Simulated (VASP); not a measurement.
# Sb (P6_3/mmc) in VASP: notebook

Sb is run at these levels: PBE; tasks: single point.

Everything below comes from runs of VASP 6.6.1. Logs are shortened: lines on timing, memory, paths and dates and some standing lists are left out, and cuts for length are marked.

### Step 1. The cell of the first run

Symmetry: P6_3/mmc, No. 194, hexagonal system. The conventional cell has a = 3.358 Å, b = 3.358 Å, c = 5.312 Å, α = 90.00°, β = 90.00°, γ = 120.00°. Within 4.3 Å of Sb (site symmetry -6m2) lie 12 Sb at 3.29 to 3.36 Å.

### Step 2. Single point, PBE (volume scaled by 0.99)

Input file INCAR:

```
PREC = Accurate ; ENCUT = 520
EDIFF = 1E-6 ; ISMEAR = -1
SIGMA = 0.05 ; LREAL = False
LASPH = True ; NELM = 100
ALGO = Normal ; ISIF = 2
LWAVE = False ; LCHARG = False
GGA = PE ; NBANDS = 12
```

Input file KPOINTS:

```
Automatic mesh
0
Gamma
  12 12 7
```

Input file POSCAR:

```
Sb
1.0
    3.3577325362      0.0000000000      0.0000000000
   -1.6788662682      2.9078816755      0.0000000000
    0.0000000000      0.0000000000      5.3121737799
Sb
2
Direct
    0.3333333333      0.6666666667      0.2500000000
    0.6666666667      0.3333333333      0.7500000000
```

Potentials or basis: VASP PAW PBE potentials, release 64 (Sb).

Run with:

```sh
$ cat potpaw_PBE.64/Sb/POTCAR > POTCAR
$ mpirun -np 1 vasp_std > vasp.out
```

OUTCAR:

```text
PREC = Accurate
   ENCUT = 520
   EDIFF = 1E-6
   ISMEAR = -1
   LREAL = False
   LASPH = True
   NELM = 100
   ISIF = 2
   GGA = PE

 ion  position               nearest neighbor table
   1  0.333  0.667  0.250-   2 3.29   2 3.29   2 3.29   2 3.29   2 3.29   2 3.29
   2  0.667  0.333  0.750-   1 3.29   1 3.29   1 3.29   1 3.29   1 3.29   1 3.29

  LATTYP: Found a hexagonal cell.
 ALAT       =     3.3577325362
 C/A-ratio  =     1.5820717471

  Lattice vectors:

 A1 = (   3.3577325362,   0.0000000000,   0.0000000000)
 A2 = (  -1.6788662682,   2.9078816755,   0.0000000000)
 A3 = (   0.0000000000,   0.0000000000,   5.3121737799)

Analysis of symmetry for initial positions (statically):
=====================================================================
 Subroutine PRICEL returns:
 Original cell was already a primitive cell.

 Routine SETGRP: Setting up the symmetry group for a
 hexagonal supercell.

 Subroutine GETGRP returns: Found 24 space group operations
 (whereof 12 operations were pure point group operations)
 out of a pool of 24 trial point group operations.

The static configuration has the point symmetry D_3d.
 The point group associated with its full space group is D_6h.

Analysis of symmetry for dynamics (positions and initial velocities):
=====================================================================
 Subroutine PRICEL returns:
 Original cell was already a primitive cell.

 Routine SETGRP: Setting up the symmetry group for a
 hexagonal supercell.

 Subroutine GETGRP returns: Found 24 space group operations
 (whereof 12 operations were pure point group operations)
 out of a pool of 24 trial point group operations.

The dynamic configuration has the point symmetry D_3d.
 The point group associated with its full space group is D_6h.

 Subroutine INISYM returns: Found 24 space group operations
 (whereof 12 operations are pure point group operations),
 and found     1 'primitive' translations

----------------------------------------------------------------------------------------

                                     Primitive cell

  volume of cell :      51.8675

  direct lattice vectors                    reciprocal lattice vectors
     3.357732536  0.000000000  0.000000000     0.297820029  0.171946474  0.000000000
    -1.678866268  2.907881676  0.000000000     0.000000000  0.343892947  0.000000000
     0.000000000  0.000000000  5.312173780     0.000000000  0.000000000  0.188246854

  length of vectors
     3.357732536  3.357732536  5.312173780     0.343892947  0.343892947  0.188246854

  position of ions in fractional coordinates (direct lattice)
     0.333333333  0.666666667  0.250000000
     0.666666667  0.333333333  0.750000000

  ion indices of the primitive-cell ions
   primitive index   ion index
                 1           1
                 2           2

----------------------------------------------------------------------------------------

 KPOINTS: Automatic mesh

Automatic generation of k-mesh.
 Grid dimensions read from file:
 generate k-points for:   12   12    7

 Generating k-lattice:

  Cartesian coordinates                     Fractional coordinates (reciprocal lattice)
     0.024818336  0.014328873  0.000000000     0.083333333  0.000000000  0.000000000
     0.000000000  0.028657746  0.000000000     0.000000000  0.083333333  0.000000000
     0.000000000  0.000000000  0.026892408     0.000000000  0.000000000  0.142857143

  Length of vectors
     0.028657746  0.028657746  0.026892408

  Shift w.r.t. Gamma in fractional coordinates (k-lattice)
     0.000000000  0.000000000  0.000000000

 Subroutine IBZKPT returns following result:
 ===========================================

 Found     76 irreducible k-points:

 Following reciprocal coordinates:
            Coordinates               Weight
  0.000000  0.000000  0.000000      1.000000
  0.083333  0.000000  0.000000      6.000000
  0.166667  0.000000  0.000000      6.000000
  0.250000  0.000000  0.000000      6.000000
  0.333333  0.000000  0.000000      6.000000
  0.416667 -0.000000  0.000000      6.000000
[... 16 lines left out ...]
  0.250000  0.000000  0.142857     12.000000
  0.333333  0.000000  0.142857     12.000000
 [... further k-points ...]
   k-points           NKPTS =     76   k-points in BZ     NKDIM =     76   number of bands    NBANDS=     12
   number of dos      NEDOS =    301   number of ions     NIONS =      2
   total plane-waves  NPLWV =  31360
   dimension x,y,z NGX =    28 NGY =   28 NGZ =   40
   dimension x,y,z NGXF=    56 NGYF=   56 NGZF=   80
   ions per type =               2
   NGX,Y,Z   is equivalent  to a cutoff of  13.86, 13.86, 12.52 a.u.
   NGXF,Y,Z  is equivalent  to a cutoff of  27.73, 27.73, 25.04 a.u.
 SYSTEM =  unknown system
   PREC   = accura    normal or accurate (medium, high low for compatibility)
   ISTART =      0    job   : 0-new  1-cont  2-samecut
   ICHARG =      2    charge: 1-file 2-atom 10-const
   ISPIN  =      1    spin polarized calculation?
   LNONCOLLINEAR =      F non collinear calculations
   LSORBIT =      F    spin-orbit coupling
   LASPH  =      T    aspherical Exc in radial PAW
   ENCUT  =  520.0 eV  38.22 Ry    6.18 a.u.   6.24  6.24  9.88*2*pi/ulx,y,z
   NELM   =    100;   NELMIN=  2; NELMDL= -5     # of ELM steps
   EDIFF  = 0.1E-05   stopping-criterion for ELM
   LREAL  =      F    real-space projection
   EDIFFG = 0.1E-04   stopping-criterion for IOM
   NSW    =      0    number of steps for IOM
   IBRION =     -1    ionic relax: 0-MD 1-quasi-New 2-CG
   NFREE  =      0    steps in history (QN), initial steepest desc. (CG)
   ISIF   =      2    stress and relaxation
   ISYM   =      2    0-nonsym 1-usesym 2-fastsym
   POTIM  = 0.5000    time-step for ionic-motion
   TEBEG  =    0.0;   TEEND  =   0.0 temperature during run
   PSTRESS=    0.0 pullay stress
   NELECT =      10.0000    total number of electrons
   NUPDOWN=      -1.0000    fix difference up-down
   EMIN   =  10.00;   EMAX   =-10.00  energy-range for DOS
   EFERMI =   0.00;   METHOD = LEGACY
   ISMEAR =    -1;   SIGMA  =   0.05  broadening in eV -4-tet -1-fermi 0-gaus
   EFERMI_NEDOS =   21; number of points for ismear=-14 and -15
   IALGO  =     38    algorithm
   IMIX   =      4    mixing-type and parameters
     AMIX     =   0.40;   BMIX     =  1.00
     AMIX_MAG =   1.60;   BMIX_MAG =  1.00
  volume/ion in A,a.u.               =      25.93       175.01
  Fermi-wavevector in a.u.,A,eV,Ry     =   0.945750  1.787209 12.169643  0.894444
  Thomas-Fermi vector in A             =   2.073682
   LORBIT       =      0    0 simple, 1 ext, 2 COOP (PROOUT), +10 PAW based schemes
   GGA     = PE    functional components
   LHFCALC =     F    Hartree Fock is set to
   AEXX    =    0.0000 exact exchange contribution
   IVDW    =     0    specifies the selected vdW correction
   LEPSILON=     F    determine dielectric tensor
   LRPA    =     F    only Hartree local field effects (RPA)
 non-spin polarized calculation
  energy-cutoff  :      520.00
  volume of cell :       51.87
 maximum number of plane-waves:      1412
 NGX is ok and might be reduce to    28
   NGX = 13   NGY = 13   NGZ = 19

 number of electron      10.0000000 magnetization

 Free energy of the ion-electron system (eV)
  ---------------------------------------------------
  ext. energy  EPLUGINS =         0.00000000
  ---------------------------------------------------
  free energy    TOTEN  =        -7.69836668 eV

  energy without entropy =       -7.68776463  energy(sigma->0) =       -7.69306566

 E-fermi :   9.0567     XC(G=0): -10.3960

 val. band max:        9.0483798982   @ k =   0.1667   0.0000   0.0000
 cond. band min:       9.0715785163   @ k =   0.3333   0.2500   0.0000
 fundamental gap:      0.0231986181
 Fermi energy:         9.0566797878

 k-point     1 :       0.0000    0.0000    0.0000
  band No.  band energies     occupation
      1      -4.2053      2.00000
      2       0.0857      2.00000
      3       3.0214      2.00000
      4      12.4081      0.00000
      5      12.4081      0.00000
      6      14.2308      0.00000
      7      14.2308      0.00000
      8      15.1896      0.00000
      9      16.4840      0.00000
     10      17.8598      0.00000
     11      18.9721      0.00000
     12      18.9721      0.00000

 k-point     2 :       0.0833    0.0000    0.0000
  band No.  band energies     occupation
      1      -4.0819      2.00000
      2       0.1919      2.00000
      3       3.1505      2.00000
      4      11.1853      0.00000
      5      11.9396      0.00000
      6      13.6045      0.00000
      7      14.3864      0.00000
      8      14.9602      0.00000
      9      16.9173      0.00000
     10      17.6651      0.00000
     11      18.9700      0.00000
     12      19.4892      0.00000

 k-point     3 :       0.1667    0.0000    0.0000
  band No.  band energies     occupation
      1      -3.7131      2.00000
      2       0.5015      2.00000
      3       3.5347      2.00000
      4       9.0484      1.08281
      5      11.0907      0.00000
      6      12.1516      0.00000
      7      14.1368      0.00000
      8      14.2804      0.00000
      9      15.6565      0.00000
     10      18.3006      0.00000
     11      18.7578      0.00000
     12      19.4906      0.00000

 k-point     4 :       0.2500    0.0000    0.0000
  band No.  band energies     occupation
      1      -3.1048      2.00000
      2       0.9723      2.00000
      3       4.1628      2.00000
      4       6.9434      2.00000
      5      10.2915      0.00000
      6      10.3875      0.00000
      7      12.7365      0.00000
      8      13.8237      0.00000
      9      14.5373      0.00000
     10      17.5440      0.00000
     11      18.5422      0.00000
     12      18.8654      0.00000

 k-point     5 :       0.3333    0.0000    0.0000
  band No.  band energies     occupation
      1      -2.2741      2.00000
      2       1.4371      2.00000
      3       5.0075      2.00000
      4       5.2347      2.00000
      5       8.5944      1.99981
      6       9.6723      0.00001
      7      11.1246      0.00000
      8      13.3355      0.00000
      9      13.8020      0.00000
     10      17.0221      0.00000
     11      18.1494      0.00000
     12      18.4159      0.00000
[... 228 lines left out ...]
      1      -3.9717      2.00000
      2      -0.3970      2.00000
      3       3.9572      2.00000
      4      11.2830      0.00000
      5      12.0345      0.00000
      6      13.4031      0.00000
      7      14.1042      0.00000
      8      14.2339      0.00000
      9      16.8511      0.00000
     10      17.7187      0.00000
     11      18.7111      0.00000
     12      18.7967      0.00000

 k-point    22 :       0.1667    0.0000    0.1429
  band No.  band energies     occupation
      1      -3.6032      2.00000
      2      -0.0662      2.00000
      3       4.3073      2.00000
      4       9.1645      0.20736
      5      11.1965      0.00000
      6      11.7988      0.00000
      7      13.7192      0.00000
      8      14.0093      0.00000
      9      15.7283      0.00000
     10      17.9311      0.00000
     11      18.1606      0.00000
     12      19.2987      0.00000

 k-point    23 :       0.2500    0.0000    0.1429
  band No.  band energies     occupation
      1      -2.9957      2.00000
      2       0.4528      2.00000
      3       4.8221      2.00000
      4       7.1230      2.00000
      5       9.9124      0.00000
      6      10.4034      0.00000
      7      12.8527      0.00000
      8      13.4949      0.00000
      9      14.7469      0.00000
     10      16.9112      0.00000
     11      17.9037      0.00000
     12      19.3032      0.00000

 k-point    24 :       0.3333    0.0000    0.1429
  band No.  band energies     occupation
      1      -2.1670      2.00000
      2       1.0433      2.00000
      3       4.7707      2.00000
      4       6.1766      2.00000
      5       8.0539      2.00000
      6       9.7874      0.00000
      7      11.6095      0.00000
      8      12.9889      0.00000
      9      13.9726      0.00000
     10      16.2983      0.00000
     11      18.0903      0.00000
     12      18.9034      0.00000

 [... further k-points ...]

------------------------ aborting loop because EDIFF is reached ----------------------------------------

  FORCE on cell =-STRESS in cart. coord.  units (eV):
  Direction    XX          YY          ZZ          XY          YZ          ZX
  --------------------------------------------------------------------------------------
  -------------------------------------------------------------------------------------
  Total        1.3020974      1.3020974      0.9319924     -0.0000000      0.0000000      0.0000000
  in kB       40.2215634     40.2215634     28.7890829     -0.0000000      0.0000000      0.0000000
  external PRESSURE =      36.4107366 kB  Pullay stress =       0.0000000 kB

 VOLUME and BASIS-vectors are now :
 -----------------------------------------------------------------------------
  energy-cutoff  :      520.00
  volume of cell :       51.87
      direct lattice vectors                 reciprocal lattice vectors
     3.357732536  0.000000000  0.000000000     0.297820029  0.171946474  0.000000000
    -1.678866268  2.907881676  0.000000000     0.000000000  0.343892947  0.000000000
     0.000000000  0.000000000  5.312173780     0.000000000  0.000000000  0.188246854

 POSITION                                       TOTAL-FORCE (eV/Angst)
 -----------------------------------------------------------------------------------
     -0.00000      1.93859      1.32804         0.000000      0.000000      0.000000
      1.67887      0.96929      3.98413        -0.000000      0.000000      0.000000
 -----------------------------------------------------------------------------------
    total drift:                               -0.000000      0.000000     -0.000000

  FREE ENERGIE OF THE ION-ELECTRON SYSTEM (eV)
  ---------------------------------------------------
  free  energy   TOTEN  =        -7.6983666843 eV

  energy  without entropy=       -7.6877646314  energy(sigma->0) =       -7.69306566
```

It took 47 s on 1 thread of Intel Xeon 6975P-C, shared host; peak memory 0.2 GiB.

What came out:

```yaml
Free_energy: -7.6984 eV
Pressure: 3.6 GPa
Band_gap_on_the_k_mesh: zero (band 5 reaches 13.11 eV, above the bottom of band 6 at 6.05 eV)
```

Levels at points of the mesh, in eV from the Fermi level:
```tsv
k point	band 2	band 3	band 4	band 5	band 6	band 7	band 8	band 9
(0.00, 0.00, 0.00)	-8.97	-6.04	3.35	3.35	5.17	5.17	6.13	7.43
(0.50, 0.00, 0.00)	-8.25	-4.27	-2.94	-2.45	-0.23	0.10	3.82	4.20
```

Caveat: spin-orbit coupling is left out, which moves the levels of the heavy elements.

[end of part 1 of 3]
